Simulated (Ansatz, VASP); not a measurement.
# Au: VASP beside Ansatz

```
Au
1.0
     0.00000    2.96351    2.96351
     2.96351    0.00000    2.96351
     2.96351    2.96351    0.00000
Au
2
Direct
  0.87500 0.87500 0.87500
  0.12500 0.12500 0.12500
```

Alike in both runs: task relaxation of cell and atoms; functional LDA; k mesh 13 × 13 × 13; occupations fermi-dirac, width 0.05 eV; non-collinear spin, spin-orbit coupling.

```csv
,VASP,Ansatz
version,VASP 6.6.1,Ansatz 0.2.0
potentials or method,"VASP PAW LDA potentials, release 64 (Au), cutoff 600 eV",all-electron LAPW
```

```csv
,VASP,Ansatz,Ansatz less VASP
relaxed volume (Å³/atom),26.19,26.03,-0.159
relaxed length of the cell vector where the two differ most in proportion (Å),4.200,4.191,-0.0085
```

LDA's correlation is that of Perdew and Zunger in VASP and of Perdew and Wang (1992) in Ansatz. Ansatz ran all-electron here, and VASP with PAW potentials.
